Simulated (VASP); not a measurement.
# GaSb3 (Pm-3m) in VASP: notebook

GaSb3 is run at these levels: PBEsol; tasks: single point.

All numbers are computed with VASP 6.6.1; they aren't measurements. Logs are shortened: lines on timing, memory, paths and dates and some standing lists are left out, and cuts for length are marked.

### Step 1. The cell of the first run

The structure is cubic, space group Pm-3m (No. 221). The conventional cell has a = 4.854 Å, b = 4.854 Å, c = 4.854 Å, α = 90.00°, β = 90.00°, γ = 90.00°. Within 4.5 Å of Ga (site symmetry m-3m) lie 12 Sb at 3.43 Å. Sb (site symmetry 4/mmm) has 4 Ga at 3.43 Å and 8 Sb at 3.43 Å within 4.5 Å.

### Step 2. Single point, PBEsol (In replaced by Ga, lengths x 0.979, strained)

Contents of INCAR:

```
SYSTEM = GaSb3
  ALGO = Normal
  EDIFF = 1E-6
  ENCUT = 520
  GGA = PS
  ISIF = 2
  ISMEAR = 0
  LASPH = .True.
  LCHARG = .False.
  LREAL = .False.
  LWAVE = .False.
  NBANDS = 22
  NELM = 100
  PREC = Accurate
  SIGMA = 0.1
```

Contents of KPOINTS:

```
k-points
0
Gamma
  10 10 10
  0 0 0
```

Contents of POSCAR:

```
GaSb3
1.0
    4.8536912289      0.0000000000      0.0000000000
    0.0000000000      4.8536912289      0.0000000000
    0.0000000000      0.0000000000      4.8536912289
Ga Sb
1 3
Direct
    0.0000000000      0.0000000000      0.0000000000
    0.5000000000      0.0000000000      0.5000000000
    0.0000000000      0.5000000000      0.5000000000
    0.5000000000      0.5000000000      0.0000000000
```

Potentials or basis: VASP PAW PBE potentials, release 64 (Ga_d, Sb).

The run is started by

```bash
$ cat potpaw_PBE.64/Ga_d/POTCAR potpaw_PBE.64/Sb/POTCAR > POTCAR
$ mpirun -np 1 vasp_std > vasp.out
```

OUTCAR:

```text
SYSTEM = GaSb3
   EDIFF = 1E-6
   ENCUT = 520
   GGA = PS
   ISIF = 2
   ISMEAR = 0
   LASPH = .True.
   LREAL = .False.
   NELM = 100
   PREC = Accurate

 ion  position               nearest neighbor table
   1  0.000  0.000  0.000-
   2  0.500  0.000  0.500-   3 3.43   4 3.43   4 3.43   3 3.43   4 3.43   4 3.43   3 3.43   3 3.43

   3  0.000  0.500  0.500-   2 3.43   4 3.43   4 3.43   2 3.43   2 3.43   4 3.43   4 3.43   2 3.43

   4  0.500  0.500  0.000-   2 3.43   3 3.43   2 3.43   3 3.43   2 3.43   2 3.43   3 3.43   3 3.43

  LATTYP: Found a simple cubic cell.
 ALAT       =     4.8536912289

  Lattice vectors:

 A1 = (   4.8536912289,   0.0000000000,   0.0000000000)
 A2 = (   0.0000000000,   4.8536912289,   0.0000000000)
 A3 = (   0.0000000000,   0.0000000000,   4.8536912289)

Analysis of symmetry for initial positions (statically):
=====================================================================
 Subroutine PRICEL returns:
 Original cell was already a primitive cell.

 Routine SETGRP: Setting up the symmetry group for a
 simple cubic supercell.

 Subroutine GETGRP returns: Found 48 space group operations
 (whereof 48 operations were pure point group operations)
 out of a pool of 48 trial point group operations.

The static configuration has the point symmetry O_h .

Analysis of symmetry for dynamics (positions and initial velocities):
=====================================================================
 Subroutine PRICEL returns:
 Original cell was already a primitive cell.

 Routine SETGRP: Setting up the symmetry group for a
 simple cubic supercell.

 Subroutine GETGRP returns: Found 48 space group operations
 (whereof 48 operations were pure point group operations)
 out of a pool of 48 trial point group operations.

The dynamic configuration has the point symmetry O_h .

 Subroutine INISYM returns: Found 48 space group operations
 (whereof 48 operations are pure point group operations),
 and found     1 'primitive' translations

----------------------------------------------------------------------------------------

                                     Primitive cell

  volume of cell :     114.3448

  direct lattice vectors                    reciprocal lattice vectors
     4.853691229  0.000000000  0.000000000     0.206028763  0.000000000  0.000000000
     0.000000000  4.853691229  0.000000000     0.000000000  0.206028763  0.000000000
     0.000000000  0.000000000  4.853691229     0.000000000  0.000000000  0.206028763

  length of vectors
     4.853691229  4.853691229  4.853691229     0.206028763  0.206028763  0.206028763

  position of ions in fractional coordinates (direct lattice)
     0.000000000  0.000000000  0.000000000
     0.500000000  0.000000000  0.500000000
     0.000000000  0.500000000  0.500000000
     0.500000000  0.500000000  0.000000000

  ion indices of the primitive-cell ions
   primitive index   ion index
                 1           1
                 2           2
                 3           3
                 4           4

----------------------------------------------------------------------------------------

 KPOINTS: k-points

Automatic generation of k-mesh.
 Grid dimensions read from file:
 generate k-points for:   10   10   10

 Generating k-lattice:

  Cartesian coordinates                     Fractional coordinates (reciprocal lattice)
     0.020602876  0.000000000  0.000000000     0.100000000  0.000000000  0.000000000
     0.000000000  0.020602876  0.000000000     0.000000000  0.100000000  0.000000000
     0.000000000  0.000000000  0.020602876     0.000000000  0.000000000  0.100000000

  Length of vectors
     0.020602876  0.020602876  0.020602876

  Shift w.r.t. Gamma in fractional coordinates (k-lattice)
     0.000000000  0.000000000  0.000000000

 Subroutine IBZKPT returns following result:
 ===========================================

 Found     56 irreducible k-points:

 Following reciprocal coordinates:
            Coordinates               Weight
  0.000000  0.000000  0.000000      1.000000
  0.100000  0.000000  0.000000      6.000000
  0.200000  0.000000  0.000000      6.000000
  0.300000  0.000000  0.000000      6.000000
  0.400000  0.000000  0.000000      6.000000
  0.500000  0.000000  0.000000      3.000000
[... 16 lines left out ...]
  0.200000  0.100000  0.100000     24.000000
  0.300000  0.100000  0.100000     24.000000
 [... further k-points ...]
   k-points           NKPTS =     56   k-points in BZ     NKDIM =     56   number of bands    NBANDS=     22
   number of dos      NEDOS =    301   number of ions     NIONS =      4
   total plane-waves  NPLWV =  46656
   dimension x,y,z NGX =    36 NGY =   36 NGZ =   36
   dimension x,y,z NGXF=    72 NGYF=   72 NGZF=   72
   ions per type =               1   3
   NGX,Y,Z   is equivalent  to a cutoff of  12.33, 12.33, 12.33 a.u.
   NGXF,Y,Z  is equivalent  to a cutoff of  24.66, 24.66, 24.66 a.u.
 SYSTEM =  GaSb3
   PREC   = accura    normal or accurate (medium, high low for compatibility)
   ISTART =      0    job   : 0-new  1-cont  2-samecut
   ICHARG =      2    charge: 1-file 2-atom 10-const
   ISPIN  =      1    spin polarized calculation?
   LNONCOLLINEAR =      F non collinear calculations
   LSORBIT =      F    spin-orbit coupling
   LASPH  =      T    aspherical Exc in radial PAW
   ENCUT  =  520.0 eV  38.22 Ry    6.18 a.u.   9.02  9.02  9.02*2*pi/ulx,y,z
   NELM   =    100;   NELMIN=  2; NELMDL= -5     # of ELM steps
   EDIFF  = 0.1E-05   stopping-criterion for ELM
   LREAL  =      F    real-space projection
   EDIFFG = 0.1E-04   stopping-criterion for IOM
   NSW    =      0    number of steps for IOM
   IBRION =     -1    ionic relax: 0-MD 1-quasi-New 2-CG
   NFREE  =      0    steps in history (QN), initial steepest desc. (CG)
   ISIF   =      2    stress and relaxation
   ISYM   =      2    0-nonsym 1-usesym 2-fastsym
   POTIM  = 0.5000    time-step for ionic-motion
   TEBEG  =    0.0;   TEEND  =   0.0 temperature during run
   PSTRESS=    0.0 pullay stress
   NELECT =      28.0000    total number of electrons
   NUPDOWN=      -1.0000    fix difference up-down
   EMIN   =  10.00;   EMAX   =-10.00  energy-range for DOS
   EFERMI =   0.00;   METHOD = LEGACY
   ISMEAR =     0;   SIGMA  =   0.10  broadening in eV -4-tet -1-fermi 0-gaus
   EFERMI_NEDOS =   21; number of points for ismear=-14 and -15
   IALGO  =     38    algorithm
   IMIX   =      4    mixing-type and parameters
     AMIX     =   0.40;   BMIX     =  1.00
     AMIX_MAG =   1.60;   BMIX_MAG =  1.00
  volume/ion in A,a.u.               =      28.59       192.91
  Fermi-wavevector in a.u.,A,eV,Ry     =   1.024209  1.935475 14.272574  1.049005
  Thomas-Fermi vector in A             =   2.157984
   LORBIT       =      0    0 simple, 1 ext, 2 COOP (PROOUT), +10 PAW based schemes
   GGA     = PS    functional components
   LHFCALC =     F    Hartree Fock is set to
   AEXX    =    0.0000 exact exchange contribution
   IVDW    =     0    specifies the selected vdW correction
   LEPSILON=     F    determine dielectric tensor
   LRPA    =     F    only Hartree local field effects (RPA)
 non-spin polarized calculation
 Gauss-broadening in eV      SIGMA  =   0.10
  energy-cutoff  :      520.00
  volume of cell :      114.34
 maximum number of plane-waves:      3112
   NGX = 19   NGY = 19   NGZ = 19

 number of electron      28.0000017 magnetization

 Free energy of the ion-electron system (eV)
  ---------------------------------------------------
  ext. energy  EPLUGINS =         0.00000000
  ---------------------------------------------------
  free energy    TOTEN  =       -16.03339943 eV

  energy without entropy =      -16.02123623  energy(sigma->0) =      -16.02731783

 E-fermi :   6.2429     XC(G=0):  -9.8742

 val. band max:        6.2327472034   @ k =   0.5000   0.1000   0.1000
 cond. band min:       6.2518863273   @ k =   0.2000   0.1000   0.0000
 fundamental gap:      0.0191391239
 Fermi energy:         6.2429257107

 k-point     1 :       0.0000    0.0000    0.0000
  band No.  band energies     occupation
      1      -8.4962      2.00000
      2      -8.4962      2.00000
      3      -8.4932      2.00000
      4      -8.4932      2.00000
      5      -8.4932      2.00000
      6      -5.5470      2.00000
[... 14 lines left out ...]
     21      11.0255      0.00000
     22      11.4822      0.00000

 k-point     2 :       0.1000    0.0000    0.0000
  band No.  band energies     occupation
      1      -8.4960      2.00000
      2      -8.4958      2.00000
      3      -8.4934      2.00000
      4      -8.4934      2.00000
      5      -8.4932      2.00000
      6      -5.4890      2.00000
[... 14 lines left out ...]
     21      11.4058      0.00000
     22      11.5349      0.00000

 k-point     3 :       0.2000    0.0000    0.0000
  band No.  band energies     occupation
      1      -8.4957      2.00000
      2      -8.4948      2.00000
      3      -8.4941      2.00000
      4      -8.4941      2.00000
      5      -8.4932      2.00000
      6      -5.3167      2.00000
[... 14 lines left out ...]
     21      11.4279      0.00000
     22      11.4309      0.00000
[... 476 lines left out ...]
 k-point    23 :       0.2000    0.1000    0.1000
  band No.  band energies     occupation
      1      -8.4952      2.00000
      2      -8.4946      2.00000
      3      -8.4944      2.00000
      4      -8.4943      2.00000
      5      -8.4937      2.00000
      6      -5.2015      2.00000
[... 14 lines left out ...]
     21      11.5299      0.00000
     22      11.6777      0.00000

 k-point    24 :       0.3000    0.1000    0.1000
  band No.  band energies     occupation
      1      -8.4955      2.00000
      2      -8.4954      2.00000
      3      -8.4946      2.00000
      4      -8.4937      2.00000
      5      -8.4930      2.00000
      6      -4.9238      2.00000
[... 14 lines left out ...]
     21      11.1882      0.00000
     22      11.9687      0.00000

 [... further k-points ...]

------------------------ aborting loop because EDIFF is reached ----------------------------------------

  FORCE on cell =-STRESS in cart. coord.  units (eV):
  Direction    XX          YY          ZZ          XY          YZ          ZX
  --------------------------------------------------------------------------------------
  -------------------------------------------------------------------------------------
  Total       -4.3841904     -4.3841904     -4.3841904     -0.0000000     -0.0000000      0.0000000
  in kB      -61.4304304    -61.4304304    -61.4304304     -0.0000000     -0.0000000      0.0000000
  external PRESSURE =     -61.4304304 kB  Pullay stress =       0.0000000 kB

 VOLUME and BASIS-vectors are now :
 -----------------------------------------------------------------------------
  energy-cutoff  :      520.00
  volume of cell :      114.34
      direct lattice vectors                 reciprocal lattice vectors
     4.853691229  0.000000000  0.000000000     0.206028763  0.000000000  0.000000000
     0.000000000  4.853691229  0.000000000     0.000000000  0.206028763  0.000000000
     0.000000000  0.000000000  4.853691229     0.000000000  0.000000000  0.206028763

 POSITION                                       TOTAL-FORCE (eV/Angst)
 -----------------------------------------------------------------------------------
      0.00000      0.00000      0.00000         0.000000      0.000000      0.000000
      2.42685      0.00000      2.42685         0.000000      0.000000      0.000000
      0.00000      2.42685      2.42685         0.000000      0.000000      0.000000
      2.42685      2.42685      0.00000         0.000000      0.000000      0.000000
 -----------------------------------------------------------------------------------
    total drift:                               -0.000000     -0.000000     -0.000000

  FREE ENERGIE OF THE ION-ELECTRON SYSTEM (eV)
  ---------------------------------------------------
  free  energy   TOTEN  =       -16.0333994297 eV

  energy  without entropy=      -16.0212362305  energy(sigma->0) =      -16.02731783
```

Wall time 32 s (1 thread of Intel Xeon 6975P-C (Granite Rapids), shared host); peak memory 0.29 GiB.

Results:

```yaml
Free_energy: -16.0334 eV
Pressure: -6.1 GPa
Band_gap_on_the_k_mesh: zero (bands 14 and 15 overlap by 4.39 eV)
```

Levels at points of the mesh, in eV from the Fermi level:
```
           k point  band 12  band 13  band 14  band 15  band 16  band 17
(0.00, 0.00, 0.00)    -3.95     0.67     0.67     0.67     1.67     1.67
(0.50, 0.00, 0.00)    -1.81    -1.81    -0.92    -0.70     1.38     2.17
(0.50, 0.50, 0.00)    -1.43    -1.17    -1.14    -0.94    -0.94     1.02
(0.50, 0.50, 0.50)    -4.55    -4.55     3.45     3.45     3.66     3.66
```

Caveat: the cell differs from its parent crystal (In replaced by Ga, lengths x 0.979, strained); the cell stands under tension; the PAW data sets were made with another functional, which shifts forces and pressure a little; spin-orbit coupling is left out, which moves the levels of the heavy elements.

### Step 3. Single point, PBEsol (In replaced by Ga, lengths x 0.979, strained)

Contents of INCAR:

```
SYSTEM = GaSb3
ALGO = Normal ; EDIFF = 1E-6
ENCUT = 500 ; GGA = PS
GGA_COMPAT = .FALSE. ; ISIF = 2
ISMEAR = 0 ; LASPH = .TRUE.
LCHARG = .TRUE. ; LELF = .TRUE.
LREAL = .FALSE. ; LVHAR = .TRUE.
LWAVE = .FALSE. ; NBANDS = 22
NELM = 120 ; PREC = Accurate
SIGMA = 0.1
```

Contents of KPOINTS:

```
k-points
0
G
  4 4 4
  0 0 0
```

POSCAR is that of step 2.

Potentials or basis: VASP PAW PBE potentials, release 64 (Ga_d, Sb).

The run is started by

```bash
$ cat potpaw_PBE.64/Ga_d/POTCAR potpaw_PBE.64/Sb/POTCAR > POTCAR
$ mpirun -np 1 vasp_std > vasp.out
```

Run time: 26 s. Hardware: 1 thread of Intel Xeon 8259CL, shared host; peak memory 0.18 GiB.

The run converged. Its results:

```yaml
Free_energy: -15.9247 eV
Pressure: -6.2 GPa
Band_gap_on_the_k_mesh: zero (bands 14 and 15 overlap by 4.38 eV)
```

Levels at points of the mesh, in eV from the Fermi level:
| k point | band 10 | band 11 | band 12 | band 13 | band 14 | band 15 | band 16 | band 17 | band 18 | band 19 |
| --- | --- | --- | --- | --- | --- | --- | --- | --- | --- | --- |
| (0.00, 0.00, 0.00) | -3.80 | -3.80 | -3.80 | 0.84 | 0.84 | 0.84 | 1.80 | 1.80 | 1.80 | 4.64 |
| (0.50, 0.00, 0.00) | -2.54 | -2.54 | -1.66 | -1.66 | -0.75 | -0.56 | 1.52 | 2.29 | 2.37 | 2.37 |
| (0.50, 0.50, 0.00) | -2.21 | -1.28 | -1.28 | -1.03 | -1.02 | -0.78 | -0.78 | 1.12 | 3.40 | 3.64 |
| (0.50, 0.50, 0.50) | -5.15 | -4.40 | -4.40 | -4.40 | 3.60 | 3.60 | 3.83 | 3.83 | 3.83 | 5.56 |

Caveat: the cell differs from its parent crystal (In replaced by Ga, lengths x 0.979, strained); the cell stands under tension; the PAW data sets were made with another functional, which shifts forces and pressure a little; spin-orbit coupling is left out, which moves the levels of the heavy elements.

The gap in the log of VASP goes by the Fermi energy; the results here count the filled bands.